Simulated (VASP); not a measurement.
# Pd (Fm-3m) in VASP: a series of runs

Runs on Pd. Level: PBEsol. Tasks: single point.

Everything below comes from runs of VASP 6.6.1. Logs are shortened: lines on timing, memory, paths and dates and some standing lists are left out, and cuts for length are marked.

### 1 The cell of the first run

It takes space group Fm-3m (No. 225, cubic). The conventional cell has a = 3.734 Å, b = 3.734 Å, c = 3.734 Å, α = 90.00°, β = 90.00°, γ = 90.00°. Pd (site symmetry m-3m) has 12 Pd at 2.64 Å within 3.5 Å.

### 2 Single point, PBEsol (strain -0.040 along x and y, -0.040 along z)

INCAR reads:

```
ALGO = Normal ; EDIFF = 1E-7
ENCUT = 520 ; GGA = PS
ISIF = 2 ; ISMEAR = 0
LASPH = True ; LCHARG = False
LREAL = False ; LWAVE = False
NBANDS = 11 ; NELM = 80
PREC = Accurate ; SIGMA = 0.15
```

KPOINTS reads:

```
k-points
0
Gamma
  20 20 20
```

POSCAR reads:

```
Pd
1.0
    0.0000000000      1.8671040000      1.8671040000
    1.8671040000      0.0000000000      1.8671040000
    1.8671040000      1.8671040000      0.0000000000
Pd
1
Direct
    0.0000000000      0.0000000000      0.0000000000
```

Potentials or basis: VASP PAW PBE potentials, release 64 (Pd).

Launch:

```sh
$ cat potpaw_PBE.64/Pd/POTCAR > POTCAR
$ mpirun -np 1 vasp_std > vasp.out
```

OUTCAR:

```text
EDIFF = 1E-7
   ENCUT = 520
   GGA = PS
   ISIF = 2
   ISMEAR = 0
   LASPH = True
   LREAL = False
   NELM = 80
   PREC = Accurate

 ion  position               nearest neighbor table
   1  0.000  0.000  0.000-

  LATTYP: Found a face centered cubic cell.
 ALAT       =     3.7342080000

  Lattice vectors:

 A1 = (   0.0000000000,   1.8671040000,   1.8671040000)
 A2 = (   1.8671040000,   0.0000000000,   1.8671040000)
 A3 = (   1.8671040000,   1.8671040000,   0.0000000000)

Analysis of symmetry for initial positions (statically):
=====================================================================
 Subroutine PRICEL returns:
 Original cell was already a primitive cell.

 Routine SETGRP: Setting up the symmetry group for a
 face centered cubic supercell.

 Subroutine GETGRP returns: Found 48 space group operations
 (whereof 48 operations were pure point group operations)
 out of a pool of 48 trial point group operations.

The static configuration has the point symmetry O_h .

Analysis of symmetry for dynamics (positions and initial velocities):
=====================================================================
 Subroutine PRICEL returns:
 Original cell was already a primitive cell.

 Routine SETGRP: Setting up the symmetry group for a
 face centered cubic supercell.

 Subroutine GETGRP returns: Found 48 space group operations
 (whereof 48 operations were pure point group operations)
 out of a pool of 48 trial point group operations.

The dynamic configuration has the point symmetry O_h .

 Subroutine INISYM returns: Found 48 space group operations
 (whereof 48 operations are pure point group operations),
 and found     1 'primitive' translations

----------------------------------------------------------------------------------------

                                     Primitive cell

  volume of cell :      13.0177

  direct lattice vectors                    reciprocal lattice vectors
     0.000000000  1.867104000  1.867104000    -0.267794402  0.267794402  0.267794402
     1.867104000  0.000000000  1.867104000     0.267794402 -0.267794402  0.267794402
     1.867104000  1.867104000  0.000000000     0.267794402  0.267794402 -0.267794402

  length of vectors
     2.640483799  2.640483799  2.640483799     0.463833511  0.463833511  0.463833511

  position of ions in fractional coordinates (direct lattice)
     0.000000000  0.000000000  0.000000000

  ion indices of the primitive-cell ions
   primitive index   ion index
                 1           1

----------------------------------------------------------------------------------------

 KPOINTS: k-points

Automatic generation of k-mesh.
 Grid dimensions read from file:
 generate k-points for:   20   20   20

 Generating k-lattice:

  Cartesian coordinates                     Fractional coordinates (reciprocal lattice)
    -0.013389720  0.013389720  0.013389720     0.050000000  0.000000000  0.000000000
     0.013389720 -0.013389720  0.013389720     0.000000000  0.050000000  0.000000000
     0.013389720  0.013389720 -0.013389720     0.000000000  0.000000000  0.050000000

  Length of vectors
     0.023191676  0.023191676  0.023191676

  Shift w.r.t. Gamma in fractional coordinates (k-lattice)
     0.000000000  0.000000000  0.000000000

 Subroutine IBZKPT returns following result:
 ===========================================

 Found    256 irreducible k-points:

 Following reciprocal coordinates:
            Coordinates               Weight
  0.000000  0.000000  0.000000      1.000000
  0.050000  0.000000  0.000000      8.000000
  0.100000  0.000000  0.000000      8.000000
  0.150000  0.000000  0.000000      8.000000
  0.200000  0.000000  0.000000      8.000000
  0.250000  0.000000  0.000000      8.000000
[... 16 lines left out ...]
 -0.400000  0.050000  0.000000     24.000000
 -0.350000  0.050000  0.000000     24.000000
 [... further k-points ...]
   k-points           NKPTS =    256   k-points in BZ     NKDIM =    256   number of bands    NBANDS=     11
   number of dos      NEDOS =    301   number of ions     NIONS =      1
   total plane-waves  NPLWV =   8000
   dimension x,y,z NGX =    20 NGY =   20 NGZ =   20
   dimension x,y,z NGXF=    40 NGYF=   40 NGZF=   40
   ions per type =               1
   NGX,Y,Z   is equivalent  to a cutoff of  12.59, 12.59, 12.59 a.u.
   NGXF,Y,Z  is equivalent  to a cutoff of  25.18, 25.18, 25.18 a.u.
 SYSTEM =  unknown system
   PREC   = accura    normal or accurate (medium, high low for compatibility)
   ISTART =      0    job   : 0-new  1-cont  2-samecut
   ICHARG =      2    charge: 1-file 2-atom 10-const
   ISPIN  =      1    spin polarized calculation?
   LNONCOLLINEAR =      F non collinear calculations
   LSORBIT =      F    spin-orbit coupling
   LASPH  =      T    aspherical Exc in radial PAW
   ENCUT  =  520.0 eV  38.22 Ry    6.18 a.u.   4.91  4.91  4.91*2*pi/ulx,y,z
   NELM   =     80;   NELMIN=  2; NELMDL= -5     # of ELM steps
   EDIFF  = 0.1E-06   stopping-criterion for ELM
   LREAL  =      F    real-space projection
   EDIFFG = 0.1E-05   stopping-criterion for IOM
   NSW    =      0    number of steps for IOM
   IBRION =     -1    ionic relax: 0-MD 1-quasi-New 2-CG
   NFREE  =      0    steps in history (QN), initial steepest desc. (CG)
   ISIF   =      2    stress and relaxation
   ISYM   =      2    0-nonsym 1-usesym 2-fastsym
   POTIM  = 0.5000    time-step for ionic-motion
   TEBEG  =    0.0;   TEEND  =   0.0 temperature during run
   PSTRESS=    0.0 pullay stress
   NELECT =      10.0000    total number of electrons
   NUPDOWN=      -1.0000    fix difference up-down
   EMIN   =  10.00;   EMAX   =-10.00  energy-range for DOS
   EFERMI =   0.00;   METHOD = LEGACY
   ISMEAR =     0;   SIGMA  =   0.15  broadening in eV -4-tet -1-fermi 0-gaus
   EFERMI_NEDOS =   21; number of points for ismear=-14 and -15
   IALGO  =     38    algorithm
   IMIX   =      4    mixing-type and parameters
     AMIX     =   0.40;   BMIX     =  1.00
     AMIX_MAG =   1.60;   BMIX_MAG =  1.00
  volume/ion in A,a.u.               =      13.02        87.85
  Fermi-wavevector in a.u.,A,eV,Ry     =   1.499327  2.833317 30.585639  2.247981
  Thomas-Fermi vector in A             =   2.610971
   LORBIT       =      0    0 simple, 1 ext, 2 COOP (PROOUT), +10 PAW based schemes
   GGA     = PS    functional components
   LHFCALC =     F    Hartree Fock is set to
   AEXX    =    0.0000 exact exchange contribution
   IVDW    =     0    specifies the selected vdW correction
   LEPSILON=     F    determine dielectric tensor
   LRPA    =     F    only Hartree local field effects (RPA)
 non-spin polarized calculation
 Gauss-broadening in eV      SIGMA  =   0.15
  energy-cutoff  :      520.00
  volume of cell :       13.02
 maximum number of plane-waves:       360
   NGX =  9   NGY =  9   NGZ =  9

 number of electron      10.0000000 magnetization

 number of electron       9.9999996 magnetization

 Free energy of the ion-electron system (eV)
  ---------------------------------------------------
  ext. energy  EPLUGINS =         0.00000000
  ---------------------------------------------------
  free energy    TOTEN  =        -5.84518492 eV

  energy without entropy =       -5.82287198  energy(sigma->0) =       -5.83402845

 E-fermi :  11.8936     XC(G=0): -14.1721

 val. band max:       11.8934756564   @ k =   0.5000   0.2500   0.0500
 cond. band min:      11.8951836692   @ k =  -0.4500   0.3000   0.0000
 fundamental gap:      0.0017080128
 Fermi energy:        11.8936473393

 k-point     1 :       0.0000    0.0000    0.0000
  band No.  band energies     occupation
      1       3.6317      2.00000
      2       8.4033      2.00000
      3       8.4033      2.00000
      4       8.4033      2.00000
      5      10.4030      2.00000
      6      10.4030      2.00000
      7      28.9895      0.00000
      8      34.4924      0.00000
      9      34.4924      0.00000
     10      34.4924      0.00000
     11      37.4736      0.00000

 k-point     2 :       0.0500    0.0000    0.0000
  band No.  band energies     occupation
      1       3.7340      2.00000
      2       8.3613      2.00000
      3       8.4419      2.00000
      4       8.4419      2.00000
      5      10.3823      2.00000
      6      10.3823      2.00000
      7      29.1252      0.00000
      8      33.8553      0.00000
      9      34.6313      0.00000
     10      34.6313      0.00000
     11      37.4901      0.00000

 k-point     3 :       0.1000    0.0000    0.0000
  band No.  band energies     occupation
      1       4.0306      2.00000
      2       8.2526      2.00000
      3       8.5461      2.00000
      4       8.5461      2.00000
      5      10.3344      2.00000
      6      10.3344      2.00000
      7      29.4874      0.00000
      8      32.4875      0.00000
      9      35.0351      0.00000
     10      35.0351      0.00000
     11      37.5040      0.00000

 k-point     4 :       0.1500    0.0000    0.0000
  band No.  band energies     occupation
      1       4.4848      2.00000
      2       8.1317      2.00000
      3       8.6763      2.00000
      4       8.6763      2.00000
      5      10.3044      2.00000
      6      10.3044      2.00000
      7      29.8812      0.00000
      8      30.9806      0.00000
      9      35.6633      0.00000
     10      35.6633      0.00000
     11      37.5038      0.00000

 k-point     5 :       0.2000    0.0000    0.0000
  band No.  band energies     occupation
      1       5.0100      2.00000
      2       8.1054      2.00000
      3       8.7645      2.00000
      4       8.7645      2.00000
      5      10.3646      2.00000
      6      10.3646      2.00000
      7      29.0617      0.00000
      8      30.4830      0.00000
      9      36.4318      0.00000
     10      36.4318      0.00000
     11      37.4882      0.00000

 k-point     6 :       0.2500    0.0000    0.0000
  band No.  band energies     occupation
      1       5.4426      2.00000
      2       8.3508      2.00000
      3       8.7567      2.00000
      4       8.7567      2.00000
      5      10.5681      2.00000
      6      10.5681      2.00000
      7      27.3811      0.00000
      8      30.3841      0.00000
      9      37.1053      0.00000
     10      37.1053      0.00000
     11      37.4726      0.00000

 k-point     7 :       0.3000    0.0000    0.0000
  band No.  band energies     occupation
      1       5.6369      2.00000
      2       8.6675      2.00000
      3       8.6675      2.00000
      4       9.0109      2.00000
      5      10.8884      2.00000
      6      10.8884      2.00000
      7      25.5924      0.00000
      8      29.9243      0.00000
      9      36.8920      0.00000
     10      36.8920      0.00000
     11      37.4799      0.00000

 k-point     8 :       0.3500    0.0000    0.0000
  band No.  band energies     occupation
      1       5.6384      2.00000
      2       8.5478      2.00000
      3       8.5479      2.00000
      4      10.0093      2.00000
      5      11.2501      2.00000
      6      11.2501      2.00000
      7      23.7823      0.00000
      8      29.3330      0.00000
      9      35.8792      0.00000
     10      35.8792      0.00000
     11      37.4908      0.00000
[... 141 lines left out ...]
 k-point    19 :       0.4000    0.0500    0.0000
  band No.  band energies     occupation
      1       5.6666      2.00000
      2       8.4022      2.00000
      3       8.5519      2.00000
      4      10.2015      2.00000
      5      11.6349      1.98528
      6      11.9113      0.86755
      7      22.6522      0.00000
      8      29.0732      0.00000
      9      34.3910      0.00000
     10      35.3067      0.00000
     11      37.5119      0.00000

 k-point    20 :       0.4500    0.0500    0.0000
  band No.  band energies     occupation
      1       5.5957      2.00000
      2       8.3133      2.00000
      3       8.4593      2.00000
      4      10.8505      2.00000
      5      11.8352      1.41823
      6      12.6817      0.00000
      7      21.1507      0.00000
      8      28.6889      0.00000
      9      33.9622      0.00000
     10      34.3835      0.00000
     11      37.5091      0.00000

 k-point    21 :       0.5000    0.0500    0.0000
  band No.  band energies     occupation
      1       5.5570      2.00000
      2       8.2759      2.00000
      3       8.4081      2.00000
      4      11.1779      2.00000
      5      11.8900      1.02780
      6      13.2375      0.00000
      7      20.2893      0.00000
      8      28.5074      0.00000
      9      33.8057      0.00000
     10      33.8870      0.00000
     11      37.5088      0.00000

 k-point    22 :      -0.4500    0.0500    0.0000
  band No.  band energies     occupation
      1       5.5662      2.00000
      2       8.2941      2.00000
      3       8.4073      2.00000
      4      11.1717      2.00000
      5      11.7817      1.70862
      6      13.1472      0.00000
      7      20.4780      0.00000
      8      28.5413      0.00000
      9      33.6246      0.00000
     10      34.2242      0.00000
     11      37.5080      0.00000

 k-point    23 :      -0.4000    0.0500    0.0000
  band No.  band energies     occupation
      1       5.6203      2.00000
      2       8.3640      2.00000
      3       8.4581      2.00000
      4      10.7825      2.00000
      5      11.5269      1.99945
      6      12.5625      0.00000
      7      21.6084      0.00000
      8      28.7878      0.00000
      9      33.8336      0.00000
     10      34.9747      0.00000
     11      37.5064      0.00000

 k-point    24 :      -0.3500    0.0500    0.0000
  band No.  band energies     occupation
      1       5.6957      2.00000
      2       8.4729      2.00000
      3       8.5534      2.00000
      4      10.0145      2.00000
      5      11.1697      2.00000
      6      11.9549      0.56391
      7      23.2311      0.00000
      8      29.2250      0.00000
      9      34.3652      0.00000
     10      36.0981      0.00000
     11      37.5024      0.00000

 [... further k-points ...]
[... 5 lines left out ...]
  --------------------------------------------------------------------------------------
  -------------------------------------------------------------------------------------
  Total        2.4552020      2.4552020      2.4552020     -0.0000000     -0.0000000      0.0000000
  in kB      302.1776184    302.1776184    302.1776184     -0.0000000     -0.0000000      0.0000000
  external PRESSURE =     302.1776184 kB  Pullay stress =       0.0000000 kB

 VOLUME and BASIS-vectors are now :
 -----------------------------------------------------------------------------
  energy-cutoff  :      520.00
  volume of cell :       13.02
      direct lattice vectors                 reciprocal lattice vectors
     0.000000000  1.867104000  1.867104000    -0.267794402  0.267794402  0.267794402
     1.867104000  0.000000000  1.867104000     0.267794402 -0.267794402  0.267794402
     1.867104000  1.867104000  0.000000000     0.267794402  0.267794402 -0.267794402

 POSITION                                       TOTAL-FORCE (eV/Angst)
 -----------------------------------------------------------------------------------
      0.00000      0.00000      0.00000         0.000000      0.000000      0.000000
 -----------------------------------------------------------------------------------
    total drift:                                0.000000      0.000000      0.000000

  FREE ENERGIE OF THE ION-ELECTRON SYSTEM (eV)
  ---------------------------------------------------
  free  energy   TOTEN  =        -5.8451849198 eV

  energy  without entropy=       -5.8228719847  energy(sigma->0) =       -5.83402845
```

Wall time 50 s (1 thread of Intel Xeon 8259CL, shared host); peak memory 0.15 GiB.

Results:

* Free energy: -5.8452 eV
* Pressure: 30.2 GPa
* Band gap on the k mesh: zero (bands 5 and 6 overlap by 1.97 eV)

Levels at points of the mesh, in eV from the Fermi level:
| k point | band 3 | band 4 | band 5 | band 6 | band 7 | band 8 |
| --- | --- | --- | --- | --- | --- | --- |
| (0.00, 0.00, 0.00) | -3.49 | -3.49 | -1.49 | -1.49 | 17.10 | 22.60 |
| (0.50, 0.00, 0.00) | -3.55 | -0.01 | -0.01 | 0.64 | 8.35 | 16.50 |
| (0.50, 0.50, 0.00) | -0.03 | 0.38 | 0.38 | 3.25 | 12.10 | 13.79 |

Caveat: the cell differs from its parent crystal (strain -0.040 along x and y, -0.040 along z); the cell stands under pressure; the PAW data sets were made with another functional, which shifts forces and pressure a little.

(Part 1 of 2 ends here.)
